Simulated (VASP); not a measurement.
# Li3Os (I4/mmm) in VASP: further runs

Li3Os is run at these levels: PBE; tasks: single point.

All numbers are computed with VASP 6.6.1; they aren't measurements. Logs are shortened: lines on timing, memory, paths and dates and some standing lists are left out, and cuts for length are marked.

## 1. The cell of the first run

It takes space group I4/mmm (No. 139, tetragonal). The conventional cell has a = 3.528 Å, b = 3.528 Å, c = 8.358 Å, α = 90.00°, β = 90.00°, γ = 90.00°. Li (site symmetry -4m2) has 8 Li at 2.49 to 2.73 Å and 4 Os at 2.73 Å within 3.3 Å. Within 3.3 Å of Li (site symmetry 4/mmm) lie 4 Os at 2.49 Å and 8 Li at 2.73 Å. Within 3.3 Å of Os (site symmetry 4/mmm) lie 12 Li at 2.49 to 2.73 Å.

The cell was built from a structure type or drawn by symmetry, and may not be a known phase.

## 2. Single point, PBE

File INCAR:

```
SYSTEM = Li3Os
  PREC = Accurate
  ENCUT = 520
  EDIFF = 1E-7
  ISMEAR = 0
  SIGMA = 0.1
  LREAL = .FALSE.
  LASPH = .TRUE.
  NELM = 100
  ALGO = Normal
  ISIF = 2
  LWAVE = .FALSE.
  LCHARG = .FALSE.
  GGA = PE
  NBANDS = 16
```

File KPOINTS:

```
Automatic mesh
0
G
  6 6 6
  0 0 0
```

File POSCAR:

```
Li3Os
1.0
   -1.7641761700      1.7641761700      4.1788593500
    1.7641761700     -1.7641761700      4.1788593500
    1.7641761700      1.7641761700     -4.1788593500
Li Os
3 1
Direct
    0.7500000000      0.2500000000      0.5000000000
    0.2500000000      0.7500000000      0.5000000000
    0.5000000000      0.5000000000      0.0000000000
    0.0000000000      0.0000000000      0.0000000000
```

Potentials or basis: VASP PAW PBE potentials, release 64 (Li_sv, Os).

Run with:

```console
cat potpaw_PBE.64/Li_sv/POTCAR potpaw_PBE.64/Os/POTCAR > POTCAR
mpirun -np 1 vasp_std > vasp.out
```

OUTCAR:

```text
SYSTEM = Li3Os
   PREC = Accurate
   ENCUT = 520
   EDIFF = 1E-7
   ISMEAR = 0
   LREAL = .FALSE.
   LASPH = .TRUE.
   NELM = 100
   ISIF = 2
   GGA = PE

 ion  position               nearest neighbor table
   1  0.750  0.250  0.500-   2 2.49   2 2.49   2 2.49   2 2.49   4 2.73   4 2.73   4 2.73   4 2.73

   2  0.250  0.750  0.500-   1 2.49   1 2.49   1 2.49   1 2.49   4 2.73   4 2.73   4 2.73   4 2.73

   3  0.500  0.500  0.000-   4 2.49   4 2.49   4 2.49   4 2.49
   4  0.000  0.000  0.000-   3 2.49   3 2.49   3 2.49   3 2.49   2 2.73   1 2.73   2 2.73   2 2.73
                             1 2.73   1 2.73   2 2.73   1 2.73

  LATTYP: Found a body centered tetragonal cell.
 ALAT       =     3.5283523400
 C/A-ratio  =     2.3687313212

  Lattice vectors:

 A1 = (  -1.7641761700,   1.7641761700,   4.1788593500)
 A2 = (   1.7641761700,  -1.7641761700,   4.1788593500)
 A3 = (   1.7641761700,   1.7641761700,  -4.1788593500)

Analysis of symmetry for initial positions (statically):
=====================================================================
 Subroutine PRICEL returns:
 Original cell was already a primitive cell.

 Routine SETGRP: Setting up the symmetry group for a
 body centered tetragonal supercell.

 Subroutine GETGRP returns: Found 16 space group operations
 (whereof 16 operations were pure point group operations)
 out of a pool of 16 trial point group operations.

The static configuration has the point symmetry D_4h.

Analysis of symmetry for dynamics (positions and initial velocities):
=====================================================================
 Subroutine PRICEL returns:
 Original cell was already a primitive cell.

 Routine SETGRP: Setting up the symmetry group for a
 body centered tetragonal supercell.

 Subroutine GETGRP returns: Found 16 space group operations
 (whereof 16 operations were pure point group operations)
 out of a pool of 16 trial point group operations.

The dynamic configuration has the point symmetry D_4h.

 Subroutine INISYM returns: Found 16 space group operations
 (whereof 16 operations are pure point group operations),
 and found     1 'primitive' translations

----------------------------------------------------------------------------------------

                                     Primitive cell

  volume of cell :      52.0237

  direct lattice vectors                    reciprocal lattice vectors
    -1.764176170  1.764176170  4.178859350     0.000000000  0.283418407  0.119649875
     1.764176170 -1.764176170  4.178859350     0.283418407  0.000000000  0.119649875
     1.764176170  1.764176170 -4.178859350     0.283418407  0.283418407  0.000000000

  length of vectors
     4.866980644  4.866980644  4.866980644     0.307639539  0.307639539  0.400814155

  position of ions in fractional coordinates (direct lattice)
     0.750000000  0.250000000  0.500000000
     0.250000000  0.750000000  0.500000000
     0.500000000  0.500000000  0.000000000
     0.000000000  0.000000000  0.000000000

  ion indices of the primitive-cell ions
   primitive index   ion index
                 1           1
                 2           2
                 3           3
                 4           4

----------------------------------------------------------------------------------------

 KPOINTS: Automatic mesh

Automatic generation of k-mesh.
 Grid dimensions read from file:
 generate k-points for:    6    6    6

 Generating k-lattice:

  Cartesian coordinates                     Fractional coordinates (reciprocal lattice)
     0.000000000  0.047236401  0.019941646     0.166666667  0.000000000  0.000000000
     0.047236401  0.000000000  0.019941646     0.000000000  0.166666667  0.000000000
     0.047236401  0.047236401  0.000000000     0.000000000  0.000000000  0.166666667

  Length of vectors
     0.051273257  0.051273257  0.066802359

  Shift w.r.t. Gamma in fractional coordinates (k-lattice)
     0.000000000  0.000000000  0.000000000

 Subroutine IBZKPT returns following result:
 ===========================================

 Found     30 irreducible k-points:

 Following reciprocal coordinates:
            Coordinates               Weight
  0.000000  0.000000  0.000000      1.000000
  0.166667  0.000000 -0.000000      8.000000
  0.333333  0.000000 -0.000000      8.000000
  0.500000  0.000000 -0.000000      4.000000
  0.166667  0.166667  0.000000      8.000000
  0.333333  0.166667 -0.000000     16.000000
[... 16 lines left out ...]
 -0.333333 -0.333333  0.166667      8.000000
 -0.166667 -0.333333  0.166667      8.000000
 [... further k-points ...]
   k-points           NKPTS =     30   k-points in BZ     NKDIM =     30   number of bands    NBANDS=     16
   number of dos      NEDOS =    301   number of ions     NIONS =      4
   total plane-waves  NPLWV =  46656
   dimension x,y,z NGX =    36 NGY =   36 NGZ =   36
   dimension x,y,z NGXF=    72 NGYF=   72 NGZF=   72
   ions per type =               3   1
   NGX,Y,Z   is equivalent  to a cutoff of  12.30, 12.30, 12.30 a.u.
   NGXF,Y,Z  is equivalent  to a cutoff of  24.59, 24.59, 24.59 a.u.
 SYSTEM =  Li3Os
   PREC   = accura    normal or accurate (medium, high low for compatibility)
   ISTART =      0    job   : 0-new  1-cont  2-samecut
   ICHARG =      2    charge: 1-file 2-atom 10-const
   ISPIN  =      1    spin polarized calculation?
   LNONCOLLINEAR =      F non collinear calculations
   LSORBIT =      F    spin-orbit coupling
   LASPH  =      T    aspherical Exc in radial PAW
   ENCUT  =  520.0 eV  38.22 Ry    6.18 a.u.   9.05  9.05  9.05*2*pi/ulx,y,z
   NELM   =    100;   NELMIN=  2; NELMDL= -5     # of ELM steps
   EDIFF  = 0.1E-06   stopping-criterion for ELM
   LREAL  =      F    real-space projection
   EDIFFG = 0.1E-05   stopping-criterion for IOM
   NSW    =      0    number of steps for IOM
   IBRION =     -1    ionic relax: 0-MD 1-quasi-New 2-CG
   NFREE  =      0    steps in history (QN), initial steepest desc. (CG)
   ISIF   =      2    stress and relaxation
   ISYM   =      2    0-nonsym 1-usesym 2-fastsym
   POTIM  = 0.5000    time-step for ionic-motion
   TEBEG  =    0.0;   TEEND  =   0.0 temperature during run
   PSTRESS=    0.0 pullay stress
   NELECT =      17.0000    total number of electrons
   NUPDOWN=      -1.0000    fix difference up-down
   EMIN   =  10.00;   EMAX   =-10.00  energy-range for DOS
   EFERMI =   0.00;   METHOD = LEGACY
   ISMEAR =     0;   SIGMA  =   0.10  broadening in eV -4-tet -1-fermi 0-gaus
   EFERMI_NEDOS =   21; number of points for ismear=-14 and -15
   IALGO  =     38    algorithm
   IMIX   =      4    mixing-type and parameters
     AMIX     =   0.40;   BMIX     =  1.00
     AMIX_MAG =   1.60;   BMIX_MAG =  1.00
  volume/ion in A,a.u.               =      13.01        87.77
  Fermi-wavevector in a.u.,A,eV,Ry     =   1.127606  2.130866 17.299734  1.271495
  Thomas-Fermi vector in A             =   2.264292
   LORBIT       =      0    0 simple, 1 ext, 2 COOP (PROOUT), +10 PAW based schemes
   GGA     = PE    functional components
   LHFCALC =     F    Hartree Fock is set to
   AEXX    =    0.0000 exact exchange contribution
   IVDW    =     0    specifies the selected vdW correction
   LEPSILON=     F    determine dielectric tensor
   LRPA    =     F    only Hartree local field effects (RPA)
 non-spin polarized calculation
 Gauss-broadening in eV      SIGMA  =   0.10
  energy-cutoff  :      520.00
  volume of cell :       52.02
 maximum number of plane-waves:      1436
   NGX = 19   NGY = 19   NGZ = 19

 number of electron      16.9999999 magnetization

 Free energy of the ion-electron system (eV)
  ---------------------------------------------------
  ext. energy  EPLUGINS =         0.00000000
  ---------------------------------------------------
  free energy    TOTEN  =       -14.80641281 eV

  energy without entropy =      -14.78901575  energy(sigma->0) =      -14.79771428

 E-fermi :   3.0015     XC(G=0):  -9.9301

 val. band max:        2.9682769851   @ k =  -0.3333   0.5000   0.3333
 cond. band min:       3.0052888839   @ k =   0.5000   0.1667  -0.0000
 fundamental gap:      0.0370118988
 Fermi energy:         3.0015433201

 k-point     1 :       0.0000    0.0000    0.0000
  band No.  band energies     occupation
      1     -42.0985      2.00000
      2     -41.9915      2.00000
      3     -41.1871      2.00000
      4      -2.0885      2.00000
      5       1.1989      2.00000
      6       1.8292      2.00000
[... 8 lines left out ...]
     15      10.8848      0.00000
     16      10.8848      0.00000

 k-point     2 :       0.1667    0.0000   -0.0000
  band No.  band energies     occupation
      1     -42.0908      2.00000
      2     -41.9983      2.00000
      3     -41.1864      2.00000
      4      -1.7774      2.00000
      5       1.2952      2.00000
      6       1.7849      2.00000
[... 8 lines left out ...]
     15      11.6847      0.00000
     16      13.8023      0.00000

 k-point     3 :       0.3333    0.0000   -0.0000
  band No.  band energies     occupation
      1     -42.0703      2.00000
      2     -42.0171      2.00000
      3     -41.1850      2.00000
      4      -1.0333      2.00000
      5       1.0651      2.00000
      6       1.6269      2.00000
[... 8 lines left out ...]
     15      13.8183      0.00000
     16      14.1228      0.00000

 k-point     4 :       0.5000    0.0000   -0.0000
  band No.  band energies     occupation
      1     -42.0433      2.00000
      2     -42.0432      2.00000
      3     -41.1842      2.00000
      4      -0.5676      2.00000
      5       0.8358      2.00000
      6       2.1488      2.00000
[... 8 lines left out ...]
     15      12.7976      0.00000
     16      15.3539      0.00000
[... 324 lines left out ...]
 k-point    22 :      -0.1667    0.5000    0.1667
  band No.  band energies     occupation
      1     -42.0698      2.00000
      2     -42.0171      2.00000
      3     -41.1853      2.00000
      4      -0.7233      2.00000
      5       0.9262      2.00000
      6       1.9447      2.00000
[... 8 lines left out ...]
     15      14.0450      0.00000
     16      14.9639      0.00000

 k-point    23 :      -0.3333   -0.3333    0.1667
  band No.  band energies     occupation
      1     -42.0832      2.00000
      2     -42.0042      2.00000
      3     -41.1865      2.00000
      4      -0.9585      2.00000
      5       1.2138      2.00000
      6       1.5530      2.00000
[... 8 lines left out ...]
     15      13.0822      0.00000
     16      14.6931      0.00000

 k-point    24 :      -0.1667   -0.3333    0.1667
  band No.  band energies     occupation
      1     -42.0901      2.00000
      2     -41.9984      2.00000
      3     -41.1869      2.00000
      4      -1.4886      2.00000
      5       1.2749      2.00000
      6       1.4966      2.00000
[... 8 lines left out ...]
     15      13.2281      0.00000
     16      14.6629      0.00000

 [... further k-points ...]

------------------------ aborting loop because EDIFF is reached ----------------------------------------

  FORCE on cell =-STRESS in cart. coord.  units (eV):
  Direction    XX          YY          ZZ          XY          YZ          ZX
  --------------------------------------------------------------------------------------
  -------------------------------------------------------------------------------------
  Total        0.2899118      0.2899118     -0.2163088      0.0000000     -0.0000000      0.0000000
  in kB        8.9284244      8.9284244     -6.6616686      0.0000000     -0.0000000      0.0000000
  external PRESSURE =       3.7317267 kB  Pullay stress =       0.0000000 kB

 VOLUME and BASIS-vectors are now :
 -----------------------------------------------------------------------------
  energy-cutoff  :      520.00
  volume of cell :       52.02
      direct lattice vectors                 reciprocal lattice vectors
    -1.764176170  1.764176170  4.178859350     0.000000000  0.283418407  0.119649875
     1.764176170 -1.764176170  4.178859350     0.283418407  0.000000000  0.119649875
     1.764176170  1.764176170 -4.178859350     0.283418407  0.283418407  0.000000000

 POSITION                                       TOTAL-FORCE (eV/Angst)
 -----------------------------------------------------------------------------------
     -0.00000      1.76418      2.08943        -0.000000      0.000000     -0.000000
      1.76418     -0.00000      2.08943         0.000000     -0.000000      0.000000
      0.00000      0.00000      4.17886        -0.000000      0.000000      0.000000
      0.00000      0.00000      0.00000        -0.000000      0.000000      0.000000
 -----------------------------------------------------------------------------------
    total drift:                                0.000000      0.000000      0.000000

  FREE ENERGIE OF THE ION-ELECTRON SYSTEM (eV)
  ---------------------------------------------------
  free  energy   TOTEN  =       -14.8064128092 eV

  energy  without entropy=      -14.7890157464  energy(sigma->0) =      -14.79771428
```

It took 39 s on 1 thread of Intel Xeon Platinum 8375C at 2.90GHz (Ice Lake), shared host; peak memory 0.21 GiB.

Results:

```
Free energy            : -14.8064 eV
Band gap on the k mesh : zero (an odd number of electrons rules out a gap without spin polarisation)
```

Caveat: the cutoff is under 1.25 times the usual one of these potentials, so pressure, stress and relaxed cells hold a basis-set (Pulay) error; spin-orbit coupling is left out, which moves the levels of the heavy elements.

## 3. Single point, PBE

This run uses another cell than the first one, of 13.18 Å³/atom.

File INCAR:

```
ALGO = Fast
EDIFF = 1E-7
ENCUT = 520
GGA = PE
ISIF = 2
ISMEAR = 0
LASPH = T
LCHARG = F
LREAL = F
LWAVE = F
NBANDS = 16
NELM = 80
PREC = Accurate
SIGMA = 0.1
```

File KPOINTS:

```
k-points
0
Gamma
  18 18 18
```

File POSCAR:

```
Li3Os
1.0
   -1.7869854137      1.7869854137      4.1280981986
    1.7869854137     -1.7869854137      4.1280981986
    1.7869854137      1.7869854137     -4.1280981986
Li Os
3 1
Direct
    0.7500000000      0.2500000000      0.5000000000
    0.2500000000      0.7500000000      0.5000000000
    0.5000000000      0.5000000000      0.0000000000
    0.0000000000      0.0000000000      0.0000000000
```

Potentials or basis: VASP PAW PBE potentials, release 64 (Li_sv, Os).

Run with:

```console
cat potpaw_PBE.64/Li_sv/POTCAR potpaw_PBE.64/Os/POTCAR > POTCAR
mpirun -np 1 vasp_std > vasp.out
```

It took 14 min on 1 thread of Intel Xeon Platinum 8375C at 2.90GHz (Ice Lake), shared host; peak memory 0.52 GiB.

It converged, with:

```yaml
Free_energy: -14.7579 eV
Band_gap_on_the_k_mesh: zero (an odd number of electrons rules out a gap without spin polarisation)
```

Levels at points of the mesh, in eV from the Fermi level:
```csv
k point,band 5,band 6,band 7,band 8,band 9,band 10,band 11,band 12,band 13,band 14
"(0.00, 0.00, 0.00)",-1.71,-1.06,-0.45,-0.45,0.35,1.42,6.62,6.62,7.64,7.86
"(0.50, 0.00, 0.00)",-2.04,-0.81,-0.78,-0.63,0.08,1.29,2.45,5.22,7.69,9.24
"(0.50, 0.50, 0.00)",-1.14,-0.96,-0.83,0.67,0.85,0.99,1.18,1.91,6.03,7.80
"(0.50, 0.50, 0.50)",-1.75,-1.59,-0.38,0.14,0.14,0.38,3.87,3.87,8.65,10.72
```

Caveat: the cutoff is under 1.25 times the usual one of these potentials, so pressure, stress and relaxed cells hold a basis-set (Pulay) error; spin-orbit coupling is left out, which moves the levels of the heavy elements.
